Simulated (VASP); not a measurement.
Cu, 1 atom in the cell. Symmetry: Fmmm, No. 69, orthorhombic system. Conventional cell: a = 2.752 Å, b = 4.060 Å, c = 4.101 Å, α = 90.00°, β = 90.00°, γ = 90.00°. Within 3.2 Å of Cu (site symmetry mmm) lie 14 Cu at 2.45 to 2.89 Å. 

```yaml
Program: VASP 6.6.1
Task: single point
Functional: PBEsol
Potentials_or_basis: VASP PAW PBE potentials, release 64 (Cu)
Cutoff: 520 eV
k_mesh: 11 × 11 × 11
Occupations: fermi-dirac, width 0.05 eV
Spin: no spin polarisation
Dipole_correction: no
Further_INCAR_settings: ALGO = Normal; EDIFF = 1e-07; NBANDS = 12
```

Potentials or basis: VASP PAW PBE potentials, release 64 (Cu).

Command:

```console
$ cat potpaw_PBE.64/Cu/POTCAR > POTCAR
$ mpirun -np 1 vasp_std > vasp.out
```

Hardware: 1 thread of Intel Xeon 6455B (shared host).

Q: Estimate the wall time of this run.

A: Wall time 16 s on 1 thread of Intel Xeon 6455B (shared host), peak memory 0.14 GiB. Counts: scf iterations 12, k points 216.
